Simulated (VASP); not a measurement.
A run of VASP 6.6.1 is set up as follows.

File INCAR:

```
SYSTEM = Na
PREC = Accurate
ENCUT = 600
EDIFF = 1E-6
ISMEAR = -1
SIGMA = 0.1
LREAL = .False.
LASPH = .True.
NELM = 60
ALGO = Normal
ISIF = 3
LWAVE = .False.
LCHARG = .False.
GGA = CA
IBRION = 2
NSW = 100
EDIFFG = -0.002
PSTRESS = 100.0
```

The input KPOINTS:

```
regular mesh
0
Gamma
  14 14 8
  0 0 0
```

The input POSCAR:

```
Na
1.0
    3.6185680295      0.0000000000      0.0000000000
   -1.8092840147      3.1337718388      0.0000000000
    0.0000000000      0.0000000000      5.9092932138
Na
2
Direct
    0.3333333333      0.6666666667      0.2500000000
    0.6666666667      0.3333333333      0.7500000000
```

Potentials or basis: VASP PAW LDA potentials, release 64 (Na_pv).

The run is started by

```console
$ cat potpaw_LDA.64/Na_pv/POTCAR > POTCAR
$ mpirun -np 1 vasp_std > vasp.out
```

What does it give for the band gap on the k mesh?

Zero (bands 7 and 8 overlap by 5.63 eV).

What does it give for the relaxed volume?

21.07 Å³/atom.

What does it give for the relaxed cell?

a = 3.098 Å, b = 3.098 Å, c = 5.069 Å, α = 90.00°, β = 90.00°, γ = 120.00°.

Predict the space group after relaxing (to 0.1 Å).

P6_3/mmc (No. 194).

The path:
| step | energy change (eV) | largest force (eV/Å) | pressure (GPa) | volume (Å³) |
| --- | --- | --- | --- | --- |
| 1 | 0.0000 | 0.0000 | -0.01 | 67.01 |
| 2 | 0.2263 | 0.0000 | 5.16 | 48.69 |
| 3 | 0.4588 | 0.0000 | 8.89 | 43.30 |
| 4 | 0.5371 | 0.0000 | 10.13 | 41.98 |
| 5 | 0.5107 | 0.0000 | 9.70 | 42.41 |
| 6 | 0.5110 | 0.0000 | 9.73 | 42.40 |
| 7 | 0.5119 | 0.0000 | 9.76 | 42.39 |
| 8 | 0.5123 | 0.0000 | 9.79 | 42.38 |
| 9 | 0.5134 | 0.0000 | 9.78 | 42.36 |
| 10 | 0.5156 | 0.0000 | 9.83 | 42.33 |
| 11 | 0.5201 | 0.0000 | 9.89 | 42.25 |
| 12 | 0.5291 | 0.0000 | 10.05 | 42.11 |
| 13 | 0.5261 | 0.0000 | 9.95 | 42.16 |
| 14 | 0.5276 | 0.0000 | 10.01 | 42.13 |

Caveat: the cell is relaxed towards a set pressure, so the run minimises the enthalpy, not the energy; the volume moved by over 15 % at a fixed basis, so the end points are rough. Zero-point motion and thermal expansion aren't in these numbers.
